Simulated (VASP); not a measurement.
# CuO (C2/c) in VASP: settings compared

The runs below take CuO through single point, with PBE, RPBE+D3(BJ).

Program: VASP 6.6.1. These are calculated values, not measurements. Logs are shortened: lines on timing, memory, paths and dates and some standing lists are left out, and cuts for length are marked.

## Step 1: The cell of the first run

It takes space group C2/c (No. 15, monoclinic). The conventional cell has a = 4.684 Å, b = 3.423 Å, c = 5.129 Å, α = 90.00°, β = 99.54°, γ = 90.00°. Cu (site symmetry -1) has 4 O at 1.95 to 1.96 Å within 2.6 Å. O (site symmetry 2) has 6 Cu at 1.95 to 2.78 Å and 6 O at 2.62 to 2.90 Å within 3.0 Å.

## Step 2: Single point, PBE

INCAR

```
SYSTEM = CuO
ALGO = Normal ; EDIFF = 1E-6
ENCUT = 820 ; GGA = PE
GGA_COMPAT = .False. ; ISIF = 2
ISMEAR = -1 ; LASPH = .True.
LCHARG = .True. ; LELF = .True.
LREAL = .False. ; LVHAR = .True.
LWAVE = .False. ; NBANDS = 33
NELM = 120 ; PREC = Accurate
SIGMA = 0.05
```

KPOINTS

```
k-points
0
Gamma
  7 7 4
  0 0 0
```

POSCAR

```
CuO
1.0
    2.3418500000     -1.7113000000      0.0000000000
    2.3418500000      1.7113000000      0.0000000000
   -0.8500274268      0.0000000000      5.0578693947
Cu O
2 2
Direct
    0.5000000000      0.0000000000      0.5000000000
    0.0000000000      0.5000000000      0.0000000000
    0.4184000000      0.5816000000      0.7500000000
    0.5816000000      0.4184000000      0.2500000000
```

Potentials or basis: VASP PAW PBE potentials, release 64 (Cu_sv_GW, O).

On the command line:

```console
cat potpaw_PBE.64/Cu_sv_GW/POTCAR potpaw_PBE.64/O/POTCAR > POTCAR
mpirun -np 1 vasp_std > vasp.out
```

OUTCAR:

```text
SYSTEM = CuO
   EDIFF = 1E-6
   ENCUT = 820
   GGA = PE
   ISIF = 2
   ISMEAR = -1
   LASPH = .True.
   LREAL = .False.
   NELM = 120
   PREC = Accurate

 ion  position               nearest neighbor table
   1  0.500  0.000  0.500-   3 1.95   4 1.95   4 1.96   3 1.96
   2  0.000  0.500  0.000-   4 1.95   3 1.95   4 1.96   3 1.96
   3  0.418  0.582  0.750-   2 1.95   1 1.95   2 1.96   1 1.96
   4  0.582  0.418  0.250-   1 1.95   2 1.95   2 1.96   1 1.96

  LATTYP: Found a base centered monoclinic cell.
 ALAT       =     4.6837000000
 B/A-ratio  =     0.7307470589
 C/A-ratio  =     1.0950317057
 COS(beta)  =    -0.1657361228

  Lattice vectors:

 A1 = (   2.3418500000,  -1.7113000000,   0.0000000000)
 A2 = (   2.3418500000,   1.7113000000,   0.0000000000)
 A3 = (  -0.8500274268,   0.0000000000,   5.0578693947)

Analysis of symmetry for initial positions (statically):
=====================================================================
 Subroutine PRICEL returns:
 Original cell was already a primitive cell.

 Routine SETGRP: Setting up the symmetry group for a
 base centered monoclinic supercell.

 Subroutine GETGRP returns: Found  4 space group operations
 (whereof  2 operations were pure point group operations)
 out of a pool of  4 trial point group operations.

The static configuration has the point symmetry S_2 .
 The point group associated with its full space group is C_2h.

Analysis of symmetry for dynamics (positions and initial velocities):
=====================================================================
 Subroutine PRICEL returns:
 Original cell was already a primitive cell.

 Routine SETGRP: Setting up the symmetry group for a
 base centered monoclinic supercell.

 Subroutine GETGRP returns: Found  4 space group operations
 (whereof  2 operations were pure point group operations)
 out of a pool of  4 trial point group operations.

The dynamic configuration has the point symmetry S_2 .
 The point group associated with its full space group is C_2h.

 Subroutine INISYM returns: Found  4 space group operations
 (whereof  2 operations are pure point group operations),
 and found     1 'primitive' translations

----------------------------------------------------------------------------------------

                                     Primitive cell

  volume of cell :      40.5399

  direct lattice vectors                    reciprocal lattice vectors
     2.341850000 -1.711300000  0.000000000     0.213506416 -0.292175539  0.035881968
     2.341850000  1.711300000  0.000000000     0.213506416  0.292175539  0.035881968
    -0.850027427  0.000000000  5.057869395     0.000000000  0.000000000  0.197711709

  length of vectors
     2.900484289  2.900484289  5.128800000     0.363646877  0.363646877  0.197711709

  position of ions in fractional coordinates (direct lattice)
     0.500000000  0.000000000  0.500000000
     0.000000000  0.500000000  0.000000000
     0.418400000  0.581600000  0.750000000
     0.581600000  0.418400000  0.250000000

  ion indices of the primitive-cell ions
   primitive index   ion index
                 1           1
                 2           2
                 3           3
                 4           4

----------------------------------------------------------------------------------------

 KPOINTS: k-points

Automatic generation of k-mesh.
 Grid dimensions read from file:
 generate k-points for:    7    7    4

 Generating k-lattice:

  Cartesian coordinates                     Fractional coordinates (reciprocal lattice)
     0.030500917 -0.041739363  0.005125995     0.142857143  0.000000000  0.000000000
     0.030500917  0.041739363  0.005125995     0.000000000  0.142857143  0.000000000
     0.000000000  0.000000000  0.049427927     0.000000000  0.000000000  0.250000000

  Length of vectors
     0.051949554  0.051949554  0.049427927

  Shift w.r.t. Gamma in fractional coordinates (k-lattice)
     0.000000000  0.000000000  0.000000000

 Subroutine IBZKPT returns following result:
 ===========================================

 Found     60 irreducible k-points:

 Following reciprocal coordinates:
            Coordinates               Weight
  0.000000  0.000000  0.000000      1.000000
  0.142857 -0.000000 -0.000000      4.000000
  0.285714 -0.000000 -0.000000      4.000000
  0.428571 -0.000000 -0.000000      4.000000
  0.142857  0.142857 -0.000000      2.000000
  0.285714  0.142857 -0.000000      4.000000
[... 16 lines left out ...]
 -0.142857  0.000000  0.250000      4.000000
  0.142857  0.142857  0.250000      2.000000
 [... further k-points ...]
   k-points           NKPTS =     60   k-points in BZ     NKDIM =     60   number of bands    NBANDS=     33
   number of dos      NEDOS =    301   number of ions     NIONS =      4
   total plane-waves  NPLWV =  37632
   dimension x,y,z NGX =    28 NGY =   28 NGZ =   48
   dimension x,y,z NGXF=    56 NGYF=   56 NGZF=   96
   ions per type =               2   2
   NGX,Y,Z   is equivalent  to a cutoff of  16.05, 16.05, 15.56 a.u.
   NGXF,Y,Z  is equivalent  to a cutoff of  32.10, 32.10, 31.12 a.u.
 SYSTEM =  CuO
   PREC   = accura    normal or accurate (medium, high low for compatibility)
   ISTART =      0    job   : 0-new  1-cont  2-samecut
   ICHARG =      2    charge: 1-file 2-atom 10-const
   ISPIN  =      1    spin polarized calculation?
   LNONCOLLINEAR =      F non collinear calculations
   LSORBIT =      F    spin-orbit coupling
   LASPH  =      T    aspherical Exc in radial PAW
   ENCUT  =  820.0 eV  60.27 Ry    7.76 a.u.   6.77  6.77 11.98*2*pi/ulx,y,z
   NELM   =    120;   NELMIN=  2; NELMDL= -5     # of ELM steps
   EDIFF  = 0.1E-05   stopping-criterion for ELM
   LREAL  =      F    real-space projection
   EDIFFG = 0.1E-04   stopping-criterion for IOM
   NSW    =      0    number of steps for IOM
   IBRION =     -1    ionic relax: 0-MD 1-quasi-New 2-CG
   NFREE  =      0    steps in history (QN), initial steepest desc. (CG)
   ISIF   =      2    stress and relaxation
   ISYM   =      2    0-nonsym 1-usesym 2-fastsym
   POTIM  = 0.5000    time-step for ionic-motion
   TEBEG  =    0.0;   TEEND  =   0.0 temperature during run
   PSTRESS=    0.0 pullay stress
   NELECT =      50.0000    total number of electrons
   NUPDOWN=      -1.0000    fix difference up-down
   EMIN   =  10.00;   EMAX   =-10.00  energy-range for DOS
   EFERMI =   0.00;   METHOD = LEGACY
   ISMEAR =    -1;   SIGMA  =   0.05  broadening in eV -4-tet -1-fermi 0-gaus
   EFERMI_NEDOS =   21; number of points for ismear=-14 and -15
   IALGO  =     38    algorithm
   IMIX   =      4    mixing-type and parameters
     AMIX     =   0.40;   BMIX     =  1.00
     AMIX_MAG =   1.60;   BMIX_MAG =  1.00
  volume/ion in A,a.u.               =      10.13        68.39
  Fermi-wavevector in a.u.,A,eV,Ry     =   1.755647  3.317692 41.937193  3.082297
  Thomas-Fermi vector in A             =   2.825352
   LORBIT       =      0    0 simple, 1 ext, 2 COOP (PROOUT), +10 PAW based schemes
   GGA     = PE    functional components
   LHFCALC =     F    Hartree Fock is set to
   AEXX    =    0.0000 exact exchange contribution
   IVDW    =     0    specifies the selected vdW correction
   LEPSILON=     F    determine dielectric tensor
   LRPA    =     F    only Hartree local field effects (RPA)
 non-spin polarized calculation
  energy-cutoff  :      820.00
  volume of cell :       40.54
 maximum number of plane-waves:      2175
   NGX = 13   NGY = 13   NGZ = 23

 number of electron      49.9999994 magnetization

 Free energy of the ion-electron system (eV)
  ---------------------------------------------------
  ext. energy  EPLUGINS =         0.00000000
  ---------------------------------------------------
  free energy    TOTEN  =       -19.70008242 eV

  energy without entropy =      -19.68165343  energy(sigma->0) =      -19.69086792

 E-fermi :   5.7626     XC(G=0): -12.2858

 val. band max:        5.7477291561   @ k =   0.4286  -0.0000  -0.0000
 cond. band min:       5.7759478709   @ k =  -0.1429   0.0000   0.2500
 fundamental gap:      0.0282187148
 Fermi energy:         5.7626013551

 k-point     1 :       0.0000    0.0000    0.0000
  band No.  band energies     occupation
      1    -106.8524      2.00000
      2    -106.8519      2.00000
      3     -64.3833      2.00000
      4     -64.3829      2.00000
      5     -64.3482      2.00000
      6     -64.3398      2.00000
[... 25 lines left out ...]
     32      22.1057      0.00000
     33      22.6990      0.00000

 k-point     2 :       0.1429   -0.0000   -0.0000
  band No.  band energies     occupation
      1    -106.8524      2.00000
      2    -106.8518      2.00000
      3     -64.3855      2.00000
      4     -64.3832      2.00000
      5     -64.3480      2.00000
      6     -64.3404      2.00000
[... 25 lines left out ...]
     32      21.2886      0.00000
     33      22.5632      0.00000

 k-point     3 :       0.2857   -0.0000   -0.0000
  band No.  band energies     occupation
      1    -106.8521      2.00000
      2    -106.8517      2.00000
      3     -64.3908      2.00000
      4     -64.3833      2.00000
      5     -64.3469      2.00000
      6     -64.3415      2.00000
[... 25 lines left out ...]
     32      19.7996      0.00000
     33      22.0039      0.00000

 k-point     4 :       0.4286   -0.0000   -0.0000
  band No.  band energies     occupation
      1    -106.8516      2.00000
      2    -106.8515      2.00000
      3     -64.3950      2.00000
      4     -64.3833      2.00000
      5     -64.3452      2.00000
      6     -64.3431      2.00000
[... 25 lines left out ...]
     32      18.5611      0.00000
     33      21.3595      0.00000

 k-point     5 :       0.1429    0.1429   -0.0000
  band No.  band energies     occupation
      1    -106.8523      2.00000
      2    -106.8517      2.00000
      3     -64.3856      2.00000
      4     -64.3850      2.00000
      5     -64.3483      2.00000
      6     -64.3403      2.00000
[... 604 lines left out ...]
 k-point    22 :      -0.2857    0.0000    0.2500
  band No.  band energies     occupation
      1    -106.8520      2.00000
      2    -106.8517      2.00000
      3     -64.3909      2.00000
      4     -64.3833      2.00000
      5     -64.3463      2.00000
      6     -64.3422      2.00000
[... 25 lines left out ...]
     32      20.3529      0.00000
     33      22.3850      0.00000

 k-point    23 :      -0.1429    0.0000    0.2500
  band No.  band energies     occupation
      1    -106.8523      2.00000
      2    -106.8519      2.00000
      3     -64.3856      2.00000
      4     -64.3830      2.00000
      5     -64.3470      2.00000
      6     -64.3414      2.00000
[... 25 lines left out ...]
     32      20.7108      0.00000
     33      22.9179      0.00000

 k-point    24 :       0.1429    0.1429    0.2500
  band No.  band energies     occupation
      1    -106.8522      2.00000
      2    -106.8519      2.00000
      3     -64.3861      2.00000
      4     -64.3846      2.00000
      5     -64.3472      2.00000
      6     -64.3417      2.00000
[... 25 lines left out ...]
     32      20.8865      0.00000
     33      21.9708      0.00000

 [... further k-points ...]

------------------------ aborting loop because EDIFF is reached ----------------------------------------

  FORCE on cell =-STRESS in cart. coord.  units (eV):
  Direction    XX          YY          ZZ          XY          YZ          ZX
  --------------------------------------------------------------------------------------
  -------------------------------------------------------------------------------------
  Total        1.1629629      1.5183428      1.0004928      0.0000000      0.0000000     -0.2719165
  in kB       45.9614391     60.0064006     39.5404606      0.0000000      0.0000000    -10.7464061
  external PRESSURE =      48.5027668 kB  Pullay stress =       0.0000000 kB

 VOLUME and BASIS-vectors are now :
 -----------------------------------------------------------------------------
  energy-cutoff  :      820.00
  volume of cell :       40.54
      direct lattice vectors                 reciprocal lattice vectors
     2.341850000 -1.711300000  0.000000000     0.213506416 -0.292175539  0.035881968
     2.341850000  1.711300000  0.000000000     0.213506416  0.292175539  0.035881968
    -0.850027427  0.000000000  5.057869395     0.000000000  0.000000000  0.197711709

 POSITION                                       TOTAL-FORCE (eV/Angst)
 -----------------------------------------------------------------------------------
      0.74591     -0.85565      2.52893        -0.000000     -0.000000      0.000000
      1.17092      0.85565      0.00000        -0.000000     -0.000000      0.000000
      1.70433      0.27928      3.79340         0.000000     -0.275482     -0.000000
      2.12934     -0.27928      1.26447        -0.000000      0.275482      0.000000
 -----------------------------------------------------------------------------------
    total drift:                                0.000000      0.000000      0.000000

  FREE ENERGIE OF THE ION-ELECTRON SYSTEM (eV)
  ---------------------------------------------------
  free  energy   TOTEN  =       -19.7000824209 eV

  energy  without entropy=      -19.6816534259  energy(sigma->0) =      -19.69086792
```

Wall time 3.1 min (1 thread of Intel Xeon 6975P-C (Granite Rapids), shared host); peak memory 0.29 GiB.

Results:

* Free energy: -19.7001 eV
* Pressure: 4.9 GPa
* Largest force: 0.275 eV/Å
* Band gap on the k mesh: zero (bands 25 and 26 overlap by 0.64 eV)

Forces on the atoms (eV/Å):
```
Cu   0.000  0.000  0.000
Cu   0.000  0.000  0.000
O    0.000 -0.275  0.000
O    0.000  0.275  0.000
```

Caveat: the cell stands under pressure; semilocal functionals often make such compounds metallic where correlation or magnetic order opens a gap, which also shifts bond lengths. With open d or f shells a metallic result of PBE can be an artefact of self-interaction; +U or a hybrid may open a gap.

## Step 3: Single point, RPBE+D3(BJ)

This run uses another cell than the first one, of 9.53 Å³/atom.

INCAR

```
SYSTEM = CuO
ALGO     = Normal         ! electronic algorithm
EDIFF    = 1E-6           ! SCF threshold, eV
ENCUT    = 820            ! plane-wave cutoff, eV
GGA      = RP             ! functional
GGA_COMPAT= .FALSE.      
ISIF     = 2              ! what is computed and relaxed
ISMEAR   = -1             ! smearing method
IVDW     = 12             ! dispersion correction
LASPH    = .TRUE.         ! aspherical terms in the spheres
LCHARG   = .TRUE.         ! write CHGCAR
LELF     = .TRUE.         ! ELF
LREAL    = .FALSE.        ! projectors in reciprocal space
LVHAR    = .TRUE.       
LWAVE    = .FALSE.        ! write WAVECAR
NBANDS   = 33             ! bands
NELM     = 120            ! most SCF steps
PREC     = Accurate       ! precision mode
SIGMA    = 0.05           ! smearing width, eV
```

KPOINTS

```
k-points
0
G
  10 10 5
  0 0 0
```

POSCAR

```
CuO
1.0
    2.2940437287     -1.6763657078      0.0000000000
    2.2940437287      1.6763657078      0.0000000000
   -0.8326750593      0.0000000000      4.9546185987
Cu O
2 2
Direct
    0.5000000000      0.0000000000      0.5000000000
    0.0000000000      0.5000000000      0.0000000000
    0.4184000000      0.5816000000      0.7500000000
    0.5816000000      0.4184000000      0.2500000000
```

Potentials or basis: VASP PAW PBE potentials, release 64 (Cu_sv_GW, O).

On the command line:

```console
cat potpaw_PBE.64/Cu_sv_GW/POTCAR potpaw_PBE.64/O/POTCAR > POTCAR
mpirun -np 1 vasp_std > vasp.out
```

Run time: 8.1 min. Hardware: 1 thread of Intel Xeon Platinum 8259CL at 2.50GHz (Skylake/Cascade Lake), shared host; peak memory 0.45 GiB.

Results (log left out):

```yaml
Free_energy: -22.6318 eV
Pressure: -1.6 GPa
Largest_force: 0.085 eV/Å
Band_gap_on_the_k_mesh: zero (bands 25 and 26 overlap by 0.59 eV)
Dispersion_energy_per_atom: -1.251 eV
```

Forces on the atoms (eV/Å):
```
Cu   0.000  0.000  0.000
Cu   0.000  0.000  0.000
O    0.000  0.085  0.000
O    0.000 -0.085  0.000
```

Stress tensor (GPa, compression positive):
```
 0.01  0.00 -3.87
 0.00 -5.23  0.00
-3.87  0.00  0.31
```

Levels at points of the mesh, in eV from the Fermi level:
| k point | band 23 | band 24 | band 25 | band 26 | band 27 | band 28 |
| --- | --- | --- | --- | --- | --- | --- |
| (0.00, 0.00, 0.00) | -2.37 | -1.81 | 0.20 | 1.00 | 1.94 | 6.09 |
| (0.50, 0.00, 0.00) | -1.69 | -1.55 | 0.01 | 0.24 | 4.85 | 6.57 |
| (0.50, 0.50, 0.00) | -1.71 | -1.34 | -0.73 | 1.14 | 3.16 | 7.37 |

Caveat: the stress differs along the axes, from -5 to 0 GPa; the dispersion term is far too large for a dense solid, which distorts pressure and volume; the PAW data sets were made with another functional, which shifts forces and pressure a little; semilocal functionals often make such compounds metallic where correlation or magnetic order opens a gap, which also shifts bond lengths. With open d or f shells a metallic result of RPBE can be an artefact of self-interaction; +U or a hybrid may open a gap.

The gap in the log of VASP goes by the Fermi energy; the results here count the filled bands.